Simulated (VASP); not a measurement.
Sn, 2 atoms in the cell. It takes space group Fd-3m (No. 227, cubic). The conventional cell has a = 6.566 Å, b = 6.566 Å, c = 6.566 Å, α = 90.00°, β = 90.00°, γ = 90.00°. Within 3.7 Å of Sn (site symmetry -43m) lie 4 Sn at 2.84 Å. 

| Property | Result |
| --- | --- |
| Program | VASP 6.6.1 |
| Task | single point |
| Functional | r2SCAN |
| Potentials or basis | VASP PAW PBE potentials, release 64 (Sn_d) |
| Cutoff | 520 eV |
| k mesh | 9 × 9 × 9 |
| Occupations | fermi-dirac, width 0.02 eV |
| Spin | no spin polarisation |
| Dipole correction | no |
| Further INCAR settings | ALGO = Normal; EDIFF = 1e-07; NBANDS = 21 |

Potentials or basis: VASP PAW PBE potentials, release 64 (Sn_d).

Command:

```bash
$ cat potpaw_PBE.64/Sn_d/POTCAR > POTCAR
$ cp INCAR.step1 INCAR
$ mpirun -np 1 vasp_std > vasp.out
$ cp INCAR.step2 INCAR
$ mpirun -np 1 vasp_std > vasp.out
```

Hardware: 1 thread of Intel(R) Xeon(R) 6975P-C (Granite Rapids), with other jobs on the host.

**Question.** Estimate the wall time of this run.

**Answer.** Wall time 73 s on 1 thread of Intel(R) Xeon(R) 6975P-C (Granite Rapids), with other jobs on the host, peak memory 0.23 GiB. Counts: k points 35.
